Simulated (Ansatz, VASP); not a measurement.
# C in VASP and in Ansatz

Contents of INCAR:

```
SYSTEM = C
PREC = Accurate ; ENCUT = 600
EDIFF = 1E-7 ; ISMEAR = 0
SIGMA = 0.1 ; LREAL = .False.
LASPH = .True. ; NELM = 80
ALGO = Normal ; ISIF = 3
LWAVE = .False. ; LCHARG = .False.
GGA = PE ; IBRION = 2
NSW = 100 ; EDIFFG = -0.01
```

The input KPOINTS:

```
Automatic mesh
0
Gamma
  30 30 12
  0 0 0
```

Contents of POSCAR:

```
C
1.0
    1.7906299464      0.0000000000      0.0000000000
    0.0000000000      1.7906299464      0.0000000000
    0.0000000000      0.0000000000      5.1410113872
C
2
Direct
    0.0000000000      0.0000000000      0.8540510189
    0.0000000000      0.0000000000      0.1459489811
```

Input for Ansatz:

```yaml
crystal:
  lattice:
    - [1.7906299464, 0.0, 0.0]
    - [0.0, 1.7906299464, 0.0]
    - [0.0, 0.0, 5.1410113872]
  atoms:
    - { symbol: C, position: [0.0, 0.0, 0.8540510189] }
    - { symbol: C, position: [0.0, 0.0, 0.1459489811] }
basis:
  ecutwfc: 420
kpoints:
  mp_grid: { grid: [30, 30, 12] }
hamiltonian:
  xc: pbe
scf:
  occupations: { method: gaussian, width: 0.1 }
output:
  forces: true
  stress: true
  eigenvalues: true
  write_density: true
  write_potential: true
  elf: true
  volumetric_format: npy
relax:
  adjacent_minimum: "off"
  f_tol: 0.01
  max_steps: 80
  cell: { stress_tol: 0.05 }
```

Alike in both runs: task relaxation of cell and atoms; functional PBE; k mesh 30 × 30 × 12; occupations gaussian, width 0.1 eV; no spin polarisation.

```csv
,VASP,Ansatz
version,VASP 6.6.1,Ansatz 0.2.0
potentials or method,"VASP PAW PBE potentials, release 64 (C), cutoff 600 eV","scalar-relativistic, plane waves, PAW"
valence electrons in the cell,8,8
```

```tsv
	VASP	Ansatz	Ansatz less VASP
gap on the k mesh at the Fermi level, each at its own relaxed structure (eV)	none	none	-
relaxed volume (Å³/atom)	8.21	8.42	+0.204
relaxed cell length with the largest relative difference (Å)	5.144	5.262	+0.1180
```

A gap of «none» marks a metal or a gap that the smearing closes.
